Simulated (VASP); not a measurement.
## C: single point with LDA

Crystal: C.

```
C
1.0
     2.44555    0.00000    0.00000
     0.00000    4.23347    0.00000
     0.00000    0.00000    6.87003
C
8
Direct
  0.50000 0.66669 0.50000
  0.00000 0.83331 0.50000
  0.50000 0.16669 0.00000
  0.00000 0.33331 0.00000
  0.00000 0.66669 0.00000
  0.50000 0.83331 0.00000
  0.00000 0.16669 0.50000
  0.50000 0.33331 0.50000
```

This cell differs from its parent crystal: strain along c alone, the other axes held: +2.0 %, then relaxed in part.

```json
{"Program": "VASP 6.6.1", "Task": "single point", "Functional": "LDA", "Potentials or basis": "VASP PAW LDA potentials, release 64 (C)", "Cutoff": "520 eV", "k mesh": "14 × 8 × 6", "Occupations": "gaussian, width 0.1 eV", "Spin": "no spin polarisation"}
```

The pressure is 0.6 GPa, the largest force is 0.007 eV/Å and the band gap on the k mesh is zero (bands 16 and 17 overlap by 0.14 eV).

Forces on the atoms (eV/Å):
```
C    0.000 -0.007  0.000
C    0.000  0.007  0.000
C    0.000 -0.007  0.000
C    0.000  0.007  0.000
C    0.000 -0.007  0.000
C    0.000  0.007  0.000
C    0.000 -0.007  0.000
C    0.000  0.007  0.000
```

Stress tensor (GPa, compression positive):
```
 1.37  0.00  0.00
 0.00  1.25  0.00
 0.00  0.00 -0.68
```

Levels at points of the mesh, in eV from the Fermi level:
```
           k point  band 13  band 14  band 15  band 16  band 17  band 18  band 19  band 20
(0.00, 0.00, 0.00)    -2.93    -2.92    -2.92    -1.65     1.00     2.48     3.66     7.61
(0.50, 0.00, 0.00)    -3.36    -3.36    -2.07    -2.07     2.44     2.44     3.49     3.49
(0.00, 0.50, 0.00)    -5.01    -5.01    -4.97    -4.97     5.51     5.51     7.15     7.15
(0.50, 0.50, 0.00)    -2.42    -2.42    -2.42    -2.42     1.87     1.87     1.87     1.87
(0.00, 0.00, 0.50)    -2.93    -2.93    -2.34    -2.34     1.67     1.67     6.14     6.14
(0.50, 0.00, 0.50)    -2.76    -2.76    -2.76    -2.76     2.93     2.93     2.93     2.93
(0.00, 0.50, 0.50)    -4.99    -4.99    -4.99    -4.99     7.31     7.31     7.31     7.31
(0.50, 0.50, 0.50)    -2.34    -2.34    -2.34    -2.34     1.66     1.66     1.66     1.66
```

It took 2.5 min on 1 thread of Intel(R) Xeon(R) Platinum 8488C (Sapphire Rapids) (shared host), peak memory 0.29 GiB.

Caveat: the cell differs from its parent crystal (strain along c alone, the other axes held: +2.0 %, then relaxed in part).
